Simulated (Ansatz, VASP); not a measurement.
# One calculation of BN, two programs

```
B N
1.0
     2.55394    0.00000    0.00000
    -1.27697    2.21178    0.00000
     0.00000    0.00000    4.39593
B N
2 2
Direct
  0.66667 0.33333 0.99972
  0.33333 0.66667 0.49972
  0.66667 0.33333 0.62528
  0.33333 0.66667 0.12528
```

Change from the starting cell: strain +0.000 along x and y, +0.040 along z, atoms carried along.

Alike in both runs: task single point; functional r2SCAN; k mesh 12 × 12 × 6; occupations gaussian, width 0.05 eV; no spin polarisation.

```csv
,VASP,Ansatz
version,VASP 6.6.1,Ansatz 0.2.0
potentials or method,"VASP PAW PBE potentials, release 64 (B, N), cutoff 520 eV","scalar-relativistic, plane waves, PAW"
valence electrons in the cell,16,16
```

```csv
,VASP,Ansatz,Ansatz less VASP
gap on the k mesh at the Fermi level (eV),5.63,5.66,+0.028
least direct gap on the mesh (eV),7.64,7.65,+0.008
pressure (GPa),-16.8,-17.8,-0.92
"traceless stress, the component that is largest in VASP (GPa)",-23.08,-22.93,+0.156
rms of the force components (eV/Å),0.127,0.136,+0.0085
```

VASP's potentials were made for PBE, not for r2SCAN. Atom by atom the forces differ by 0.008 eV/Å (rms over components).
